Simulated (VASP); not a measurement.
InSb2As3, 6 atoms in the cell. The structure is trigonal, space group R-3m (No. 166). The conventional cell has a = 6.214 Å, b = 6.214 Å, c = 14.739 Å, α = 90.00°, β = 90.00°, γ = 120.00°. In (site symmetry -3m) has 6 As at 3.04 Å and 6 Sb at 3.64 Å within 4.0 Å. Within 4.7 Å of Sb (site symmetry 3m) lie 9 As at 3.54 to 3.62 Å and 3 In at 3.64 Å and 4 Sb at 3.72 to 3.78 Å. As (site symmetry 2/m) has 2 In at 3.04 Å and 4 As at 3.11 Å and 6 Sb at 3.54 to 3.62 Å within 4.0 Å. 

```yaml
Program: VASP 6.6.1
Task: single point
Functional: PBE
Potentials_or_basis: VASP PAW PBE potentials, release 64 (In_d, Sb, As)
Cutoff: 520 eV
k_mesh: 3 × 3 × 3
Occupations: gaussian, width 0.1 eV
Spin: no spin polarisation
Dipole_correction: no
Further_INCAR_settings: ALGO = Normal; EDIFF = 1e-06; NBANDS = 28
```

Potentials or basis: VASP PAW PBE potentials, release 64 (In_d, Sb, As).

Launch:

```sh
$ cat potpaw_PBE.64/In_d/POTCAR potpaw_PBE.64/Sb/POTCAR potpaw_PBE.64/As/POTCAR > POTCAR
$ mpirun -np 1 vasp_std > vasp.out
```

Hardware: 1 thread of Intel(R) Xeon(R) Platinum 8259CL CPU @ 2.50GHz (Skylake/Cascade Lake), on a shared host.

Task: Estimate the wall time of this run.

Result: Wall time 32 s on 1 thread of Intel(R) Xeon(R) Platinum 8259CL CPU @ 2.50GHz (Skylake/Cascade Lake), on a shared host, peak memory 0.32 GiB. Counts: scf iterations 12, k points 6.
